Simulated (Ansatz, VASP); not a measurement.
# Two plane-wave programs on Zr2O

```xyz
6
Lattice="4.8723 0.0000 0.0000 0.0000 4.8723 0.0000 0.0000 0.0000 4.8003" Properties=species:S:1:pos:R:3 pbc="T T T"
Zr    1.2181    1.2181    3.6002
Zr    3.6542    1.2181    1.2001
Zr    1.2181    3.6542    1.2001
Zr    3.6542    3.6542    3.6002
O     0.0000    0.0000    0.0000
O     2.4361    2.4361    2.4001
```

Change from the starting cell: strain +0.015 along x and y, +0.000 along z, atoms carried along.

Alike in both runs: task single point; functional PBEsol; k mesh 10 × 10 × 10; occupations gaussian, width 0.15 eV; no spin polarisation.

|  | VASP | Ansatz |
| --- | --- | --- |
| version | VASP 6.6.1 | Ansatz 0.2.0 |
| potentials or method | VASP PAW PBE potentials, release 64 (Zr_sv, O), cutoff 520 eV | scalar-relativistic, plane waves, PAW |
| valence electrons in the cell | 60 | 60 |

Ansatz gave:

| Quantity | Value |
| --- | --- |
| gap on the k mesh at the Fermi level (eV) | none |
| pressure (GPa) | -4.0 |
| traceless stress, the component that is largest in VASP (GPa) | 0.52 |

What did VASP give for the same quantities?

gap on the k mesh at the Fermi level (eV): none; pressure (GPa): -3.8; traceless stress, the component that is largest in VASP (GPa): 0.51.

VASP's potentials were made for PBE, not for PBEsol. A gap of «none» marks a metal or a gap that the smearing closes. With one functional, cell and mesh, what is left measures potentials, basis and numerics.
